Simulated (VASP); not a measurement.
# Pt (P6_3/mmc) in VASP: single point with r2SCAN

Aim: the single point of Pt with r2SCAN.

Everything below comes from runs of VASP 6.6.1. Logs are shortened: lines on timing, memory, paths and dates and some standing lists are left out, and cuts for length are marked.

## Step 1: The cell of the first run

It takes space group P6_3/mmc (No. 194, hexagonal). The conventional cell has a = 2.733 Å, b = 2.733 Å, c = 4.765 Å, α = 90.00°, β = 90.00°, γ = 120.00°. Within 3.6 Å of Pt (site symmetry -6m2) lie 12 Pt at 2.73 to 2.86 Å.

This isn't the form of Pt at room conditions, which is fcc.

## Step 2: Single point, r2SCAN

POSCAR

```
Pt
1.0
    2.7329696001      0.0000000000      0.0000000000
   -1.3664848000      2.3668211014      0.0000000000
    0.0000000000      0.0000000000      4.7653527079
Pt
2
Direct
    0.6666666667      0.3333333333      0.7500000000
    0.3333333333      0.6666666667      0.2500000000
```

INCAR.step1

```
PREC = Accurate
ENCUT = 520
ISMEAR = 0
SIGMA = 0.1
LREAL = False
LASPH = True
NELM = 100
NBANDS = 17
GGA = PE
ALGO = Normal
EDIFF = 1E-4
LWAVE = True
LCHARG = False
```

INCAR.step2

```
PREC = Accurate
ENCUT = 520
EDIFF = 1E-7
ISMEAR = 0
SIGMA = 0.1
LREAL = False
LASPH = True
NELM = 100
ALGO = Normal
ISIF = 2
LWAVE = False
LCHARG = False
METAGGA = R2SCAN
LMIXTAU = True
NBANDS = 17
ISTART = 1
```

KPOINTS

```
regular mesh
0
Gamma
  18 18 10
```

Potentials or basis: VASP PAW PBE potentials, release 64 (Pt).

Launch:

```sh
$ cat potpaw_PBE.64/Pt/POTCAR > POTCAR
$ cp INCAR.step1 INCAR
$ mpirun -np 1 vasp_std > vasp.out
$ cp INCAR.step2 INCAR
$ mpirun -np 1 vasp_std > vasp.out
```

OUTCAR:

```text
PREC = Accurate
   ENCUT = 520
   EDIFF = 1E-7
   ISMEAR = 0
   LREAL = False
   LASPH = True
   NELM = 100
   ISIF = 2
   METAGGA = R2SCAN
   ISTART = 1

 ion  position               nearest neighbor table
   1  0.667  0.333  0.750-   2 2.86   2 2.86   2 2.86   2 2.86   2 2.86   2 2.86
   2  0.333  0.667  0.250-   1 2.86   1 2.86   1 2.86   1 2.86   1 2.86   1 2.86

  LATTYP: Found a hexagonal cell.
 ALAT       =     2.7329696001
 C/A-ratio  =     1.7436537559

  Lattice vectors:

 A1 = (   2.7329696001,   0.0000000000,   0.0000000000)
 A2 = (  -1.3664848000,   2.3668211014,   0.0000000000)
 A3 = (   0.0000000000,   0.0000000000,   4.7653527079)

Analysis of symmetry for initial positions (statically):
=====================================================================
 Subroutine PRICEL returns:
 Original cell was already a primitive cell.

 Routine SETGRP: Setting up the symmetry group for a
 hexagonal supercell.

 Subroutine GETGRP returns: Found 24 space group operations
 (whereof 12 operations were pure point group operations)
 out of a pool of 24 trial point group operations.

The static configuration has the point symmetry D_3d.
 The point group associated with its full space group is D_6h.

Analysis of symmetry for dynamics (positions and initial velocities):
=====================================================================
 Subroutine PRICEL returns:
 Original cell was already a primitive cell.

 Routine SETGRP: Setting up the symmetry group for a
 hexagonal supercell.

 Subroutine GETGRP returns: Found 24 space group operations
 (whereof 12 operations were pure point group operations)
 out of a pool of 24 trial point group operations.

The dynamic configuration has the point symmetry D_3d.
 The point group associated with its full space group is D_6h.

 Subroutine INISYM returns: Found 24 space group operations
 (whereof 12 operations are pure point group operations),
 and found     1 'primitive' translations

----------------------------------------------------------------------------------------

                                     Primitive cell

  volume of cell :      30.8244

  direct lattice vectors                    reciprocal lattice vectors
     2.732969600  0.000000000  0.000000000     0.365902350  0.211253820  0.000000000
    -1.366484800  2.366821101  0.000000000     0.000000000  0.422507641  0.000000000
[... 78 lines left out ...]
   ICHARG =      0    charge: 1-file 2-atom 10-const
   ISPIN  =      1    spin polarized calculation?
   LNONCOLLINEAR =      F non collinear calculations
   LSORBIT =      F    spin-orbit coupling
   LASPH  =      T    aspherical Exc in radial PAW
   ENCUT  =  520.0 eV  38.22 Ry    6.18 a.u.   5.08  5.08  8.86*2*pi/ulx,y,z
   NELM   =    100;   NELMIN=  2; NELMDL=  0     # of ELM steps
   EDIFF  = 0.1E-06   stopping-criterion for ELM
   LREAL  =      F    real-space projection
   EDIFFG = 0.1E-05   stopping-criterion for IOM
   NSW    =      0    number of steps for IOM
   IBRION =     -1    ionic relax: 0-MD 1-quasi-New 2-CG
   NFREE  =      0    steps in history (QN), initial steepest desc. (CG)
   ISIF   =      2    stress and relaxation
   ISYM   =      2    0-nonsym 1-usesym 2-fastsym
   POTIM  = 0.5000    time-step for ionic-motion
   TEBEG  =    0.0;   TEEND  =   0.0 temperature during run
   PSTRESS=    0.0 pullay stress
   NELECT =      20.0000    total number of electrons
   NUPDOWN=      -1.0000    fix difference up-down
   EMIN   =  10.00;   EMAX   =-10.00  energy-range for DOS
   EFERMI =   0.00;   METHOD = LEGACY
   ISMEAR =     0;   SIGMA  =   0.10  broadening in eV -4-tet -1-fermi 0-gaus
   EFERMI_NEDOS =   21; number of points for ismear=-14 and -15
   IALGO  =     38    algorithm
   IMIX   =      4    mixing-type and parameters
     AMIX     =   0.40;   BMIX     =  1.00
     AMIX_MAG =   1.60;   BMIX_MAG =  1.00
  volume/ion in A,a.u.               =      15.41       104.01
  Fermi-wavevector in a.u.,A,eV,Ry     =   1.417272  2.678255 27.329460  2.008659
  Thomas-Fermi vector in A             =   2.538519
   LORBIT       =      0    0 simple, 1 ext, 2 COOP (PROOUT), +10 PAW based schemes
   METAGGA = R2SCAN    functional components
   LHFCALC =     F    Hartree Fock is set to
   AEXX    =    0.0000 exact exchange contribution
   IVDW    =     0    specifies the selected vdW correction
   LEPSILON=     F    determine dielectric tensor
   LRPA    =     F    only Hartree local field effects (RPA)
 non-spin polarized calculation
 Gauss-broadening in eV      SIGMA  =   0.10
  energy-cutoff  :      520.00
  volume of cell :       30.82
 maximum number of plane-waves:       846
   NGX = 11   NGY = 11   NGZ = 17

 number of electron      20.0000000 magnetization

 Free energy of the ion-electron system (eV)
  ---------------------------------------------------
  ext. energy  EPLUGINS =         0.00000000
  ---------------------------------------------------
  free energy    TOTEN  =      -102.88644452 eV

  energy without entropy =     -102.87032209  energy(sigma->0) =     -102.87838331

 E-fermi :  10.5687     XC(G=0): -14.4694

 val. band max:       10.5615409510   @ k =   0.2778   0.0556   0.5000
 cond. band min:      10.5716960192   @ k =   0.3889  -0.0000   0.4000
 fundamental gap:      0.0101550683
 Fermi energy:        10.5687171884

 k-point     1 :       0.0000    0.0000    0.0000
  band No.  band energies     occupation
      1       0.3577      2.00000
      2       3.0234      2.00000
      3       6.3308      2.00000
      4       6.8906      2.00000
      5       6.8906      2.00000
      6       7.2718      2.00000
[... 457 lines left out ...]
      4       6.8551      2.00000
      5       7.1559      2.00000
      6       7.1745      2.00000
[... 9 lines left out ...]
     16      23.6769      0.00000
     17      25.3849      0.00000

 [... further k-points ...]
[... 5 lines left out ...]
  --------------------------------------------------------------------------------------
  -------------------------------------------------------------------------------------
  Total        0.1507672      0.1507672      0.0917280      0.0000000     -0.0000000      0.0000000
  in kB        7.8365014      7.8365014      4.7677903      0.0000000     -0.0000000      0.0000000
  external PRESSURE =       6.8135977 kB  Pullay stress =       0.0000000 kB

 VOLUME and BASIS-vectors are now :
 -----------------------------------------------------------------------------
  energy-cutoff  :      520.00
  volume of cell :       30.82
      direct lattice vectors                 reciprocal lattice vectors
     2.732969600  0.000000000  0.000000000     0.365902350  0.211253820  0.000000000
    -1.366484800  2.366821101  0.000000000     0.000000000  0.422507641  0.000000000
     0.000000000  0.000000000  4.765352708     0.000000000  0.000000000  0.209848056

 POSITION                                       TOTAL-FORCE (eV/Angst)
 -----------------------------------------------------------------------------------
      1.36648      0.78894      3.57401         0.000000     -0.000000      0.000000
     -0.00000      1.57788      1.19134        -0.000000      0.000000      0.000000
 -----------------------------------------------------------------------------------
    total drift:                               -0.000000      0.000000     -0.000000

  FREE ENERGIE OF THE ION-ELECTRON SYSTEM (eV)
  ---------------------------------------------------
  free  energy   TOTEN  =      -102.8864445159 eV

  energy  without entropy=     -102.8703220950  energy(sigma->0) =     -102.87838331
```

OSZICAR.step1:

```text
N       E                     dE             d eps       ncg     rms          rms(c)
DAV:   1     0.103018002143E+03    0.10302E+03   -0.10529E+04  7556   0.114E+03
DAV:   2    -0.109372199086E+02   -0.11396E+03   -0.10801E+03  8178   0.246E+02
DAV:   3    -0.128271229182E+02   -0.18899E+01   -0.18688E+01  9328   0.315E+01
DAV:   4    -0.128366912958E+02   -0.95684E-02   -0.95667E-02  9063   0.233E+00
DAV:   5    -0.128367833177E+02   -0.92022E-04   -0.92020E-04  9249   0.240E-01    0.173E+01
DAV:   6    -0.121577684327E+02    0.67901E+00   -0.10311E+00  7887   0.910E+00    0.920E+00
DAV:   7    -0.120859590660E+02    0.71809E-01   -0.20917E-01  8922   0.408E+00    0.295E+00
DAV:   8    -0.120786024477E+02    0.73566E-02   -0.24847E-02  8186   0.129E+00    0.808E-01
DAV:   9    -0.120781539419E+02    0.44851E-03   -0.51561E-04  8605   0.192E-01    0.554E-02
DAV:  10    -0.120781680656E+02   -0.14124E-04   -0.10186E-05  4122   0.221E-02
   1 F= -.12078168E+02 E0= -.12069086E+02  d E =-.181631E-01
```

It took 6.1 min on 1 thread of Intel Xeon Platinum 8259CL at 2.50GHz (Skylake/Cascade Lake), shared host; peak memory 0.22 GiB.

Results:

* Free energy: -102.8864 eV
* Pressure: 0.7 GPa
* Band gap on the k mesh: zero (bands 10 and 11 overlap by 1.45 eV)

Caveat: the PAW data sets were made with another functional, which shifts forces and pressure a little; spin-orbit coupling is left out, which moves the levels of the heavy elements.
